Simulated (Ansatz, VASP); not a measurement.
SiO2 in VASP and in Ansatz

```
Si O
1.0
     4.28862    0.00000    0.00000
     0.00000    4.28862    0.00000
     0.00000    0.00000    2.41406
Si O
2 4
Direct
  0.50000 0.50000 0.50000
  0.00000 0.00000 0.00000
  0.69301 0.69301 0.00000
  0.19301 0.80699 0.50000
  0.30699 0.30699 0.00000
  0.80699 0.19301 0.50000
```

Alike in both runs: task single point; functional PBE; k mesh 6 × 6 × 10; occupations gaussian, width 0.05 eV; no spin polarisation.

```csv
,VASP,Ansatz
version,VASP 6.6.1,Ansatz 0.2.0
potentials or method,"VASP PAW PBE potentials, release 64 (Si, O), cutoff 520 eV","scalar-relativistic, plane waves, PAW"
valence electrons in the cell,32,32
```

```csv
,VASP,Ansatz,Ansatz less VASP
gap on the k mesh at the Fermi level (eV),6.68,6.70,+0.028
least direct gap on the mesh (eV),6.68,6.70,+0.028
rms of the force components (eV/Å),0.081,0.051,-0.0308
```

Atom by atom the forces differ by 0.031 eV/Å (rms over components).
